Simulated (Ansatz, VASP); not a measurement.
Given: the input of a run of VASP 6.6.1 on Cs.

INCAR

```
SYSTEM = Cs
PREC = Accurate
ENCUT = 500
EDIFF = 1E-6
ISMEAR = -1
SIGMA = 0.05
LREAL = .FALSE.
LASPH = .TRUE.
NELM = 120
ALGO = Normal
ISIF = 2
LWAVE = .FALSE.
LCHARG = .TRUE.
LELF = .TRUE.
LVHAR = .TRUE.
NBANDS = 10
GGA_COMPAT = .FALSE.
```

File KPOINTS:

```
regular mesh
0
G
  6 6 6
  0 0 0
```

The input POSCAR:

```
Cs
1.0
   -3.1284650614      3.1284650614      3.1284650614
    3.1284650614     -3.1284650614      3.1284650614
    3.1284650614      3.1284650614     -3.1284650614
Cs
1
Direct
    0.0000000000      0.0000000000      0.0000000000
```

Potentials or basis: VASP PAW LDA potentials, release 64 (Cs_sv).

The run is started by

```sh
$ cat potpaw_LDA.64/Cs_sv/POTCAR > POTCAR
$ mpirun -np 1 vasp_std > vasp.out
```

**Question.** Translate it to Ansatz 0.2.0. Potentials there: Ansatz PAW.

**Answer.** As run (the cutoff follows the program's own potentials):

input.yaml

```yaml
crystal:
  lattice:
    - [-3.1284650614, 3.1284650614, 3.1284650614]
    - [3.1284650614, -3.1284650614, 3.1284650614]
    - [3.1284650614, 3.1284650614, -3.1284650614]
  atoms:
    - { symbol: Cs, position: [0.0, 0.0, 0.0] }
hamiltonian:
  xc: lda
  pseudopotentials: { kind: paw }
kpoints:
  mp_grid: { grid: [6, 6, 6] }
scf:
  occupations: { method: fermi_dirac, width: 0.05 }
output:
  forces: true
  stress: true
  eigenvalues: true
```

Potentials or basis: Ansatz PAW.

The run is started by

```sh
$ ansatz run input.yaml --threads 2 --pin off --max-ram 5632MiB --backend cpu --events-out ev --progress --plain --runs-dir out
```

Both were run:

|  | VASP | Ansatz | Ansatz less VASP |
| --- | --- | --- | --- |
| gap on the k mesh at the Fermi level (eV) | none | none | - |
| pressure (GPa) | -0.4 | -0.4 | +0.01 |

LDA's correlation is that of Perdew and Zunger in VASP and of Perdew and Wang (1992) in Ansatz. A gap of «none» marks a metal or a gap that the smearing closes.

Neither program's run includes spin-orbit coupling.
